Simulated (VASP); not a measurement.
Wanted: the native input for a VASP 6.6.1 run.

```
Task                   : single point
Functional             : PBEsol
Potentials or basis    : VASP PAW PBE potentials, release 64 (N)
Cutoff                 : 520 eV
k mesh                 : 4 × 4 × 4
Occupations            : gaussian, width 0.02 eV
Spin                   : collinear spin, ferromagnetic start
Starting moments       : [3.2, 3.2, 3.2, 3.2] μB
Dipole correction      : no
Further INCAR settings : ALGO = Normal; EDIFF = 1e-07; NBANDS = 22
```

The structure of N lies in POSCAR:

```
N
1.0
    5.8493571874      0.0000000000      0.0000000000
    0.0000000000      5.8493571874      0.0000000000
    0.0000000000      0.0000000000      5.8493571874
N
4
Direct
    0.0000638858      0.0000638858      0.0000638858
    0.4999361142      0.9999361142      0.5000638858
    0.5000638858      0.4999361142      0.9999361142
    0.9999361142      0.5000638858      0.4999361142
```

These files were run (other wordings do the same):

INCAR

```
SYSTEM = N
ALGO = Normal ; EDIFF = 1E-7
ENCUT = 520 ; GGA = PS
ISIF = 2 ; ISMEAR = 0
ISPIN = 2 ; LASPH = .TRUE.
LCHARG = .FALSE. ; LORBIT = 11
LREAL = .FALSE. ; LWAVE = .FALSE.
MAGMOM = 3.2 3.2 3.2 3.2 ; NBANDS = 22
NELM = 150 ; PREC = Accurate
SIGMA = 0.02
```

KPOINTS

```
k-points
0
G
  4 4 4
  0 0 0
```

Potentials or basis: VASP PAW PBE potentials, release 64 (N).

The run is started by

```bash
$ cat potpaw_PBE.64/N/POTCAR > POTCAR
$ mpirun -np 1 vasp_std > vasp.out
```

It gave:

```yaml
Pressure: 0.0 GPa
Band_gap_on_the_k_mesh: 3.34 eV
Net_moment: 12.00 μB per cell
Site_moments: N +1.94 μB
Valence_electrons_inside_the_program's_atomic_spheres: N 3.27
```

Caveat: the PAW data sets were made with another functional, which shifts forces and pressure a little.

Wall time 43 s on 1 thread of Intel(R) Xeon(R) 6975P-C (Granite Rapids), on a shared host, peak memory 0.4 GiB.
